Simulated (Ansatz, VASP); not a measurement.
# Si2P3 in VASP and in Ansatz

```xyz
5
Lattice="-2.2154 2.2154 5.9875 2.2154 -2.2154 5.9875 2.2154 2.2154 -5.9875" Properties=species:S:1:pos:R:3 pbc="T T T"
Si    0.0000    0.0000    2.1518
Si    0.0000    0.0000    9.8233
P     0.0000    2.2154    2.9938
P     2.2154    0.0000    2.9938
P     0.0000    0.0000    0.0000
```

Alike in both runs: functional PBE; k mesh 12 × 12 × 12; occupations gaussian, width 0.1 eV; no spin polarisation.

Ansatz relaxed the structure, and its values are those at the end. VASP's run is a single point on that final structure, the one shown.

|  | VASP | Ansatz |
| --- | --- | --- |
| version | VASP 6.6.1 | Ansatz 0.2.0 |
| potentials or method | VASP PAW PBE potentials, release 64 (Si, P), cutoff 520 eV | scalar-relativistic, plane waves, PAW |
| valence electrons in the cell | 23 | 23 |

```tsv
	VASP	Ansatz	Ansatz less VASP
gap on the k mesh at the Fermi level (eV)	none	none	-
pressure (GPa)	-0.1	0.0	+0.12
rms of the force components (eV/Å)	0.006	0.000	-0.0062
```

A gap of «none» marks a metal or a gap that the smearing closes. With one functional, cell and mesh, what is left measures potentials, basis and numerics.
